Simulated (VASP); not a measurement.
Set up this calculation in VASP 6.6.1, as the native input.

- Task: single point
- Functional: PBE
- Potentials or basis: VASP PAW PBE potentials, release 64 (Ca_sv, La, Cd)
- Cutoff: 520 eV
- k mesh: 3 × 3 × 3
- Occupations: gaussian, width 0.1 eV
- Spin: no spin polarisation
- Dipole correction: no
- Further INCAR settings: ALGO = Normal; EDIFF = 1e-07; NBANDS = 43

The structure of CaLa2Cd3 lies in POSCAR:

```
CaLa2Cd3
1.0
    3.1470481000      1.8169490700      4.6268517000
   -3.1470481000      1.8169490700      4.6268517000
    0.0000000000     -3.6338981400      4.6268517000
Ca La Cd
1 2 3
Direct
    0.5000000000      0.5000000000      0.5000000000
    0.8720504600      0.8720504600      0.8720504600
    0.1279495400      0.1279495400      0.1279495400
    0.5000000000      0.5000000000      0.0000000000
    0.0000000000      0.5000000000      0.5000000000
    0.5000000000      0.0000000000      0.5000000000
```

One way to write it, as run:

INCAR

```
SYSTEM = CaLa2Cd3
ALGO = Normal ; EDIFF = 1E-7
ENCUT = 520 ; GGA = PE
ISIF = 2 ; ISMEAR = 0
LASPH = .True. ; LCHARG = .False.
LREAL = .False. ; LWAVE = .False.
NBANDS = 43 ; NELM = 60
PREC = Accurate ; SIGMA = 0.1
```

KPOINTS

```
k-points
0
Gamma
  3 3 3
  0 0 0
```

Potentials or basis: VASP PAW PBE potentials, release 64 (Ca_sv, La, Cd).

Launch:

```sh
$ cat potpaw_PBE.64/Ca_sv/POTCAR potpaw_PBE.64/La/POTCAR potpaw_PBE.64/Cd/POTCAR > POTCAR
$ mpirun -np 1 vasp_std > vasp.out
```

It gave:

```yaml
Pressure: 5.8 GPa
Largest_force: 0.430 eV/Å
Band_gap_on_the_k_mesh: zero (band 34 reaches 5.51 eV, above the bottom of band 35 at 5.23 eV)
```

Caveat: the k points lie up to 0.41 Å⁻¹ apart; spin-orbit coupling is left out, which moves the levels of the heavy elements.

Run time: 43 s on 1 thread of Intel(R) Xeon(R) 6975P-C (Granite Rapids), with other jobs on the host, peak memory 0.35 GiB.
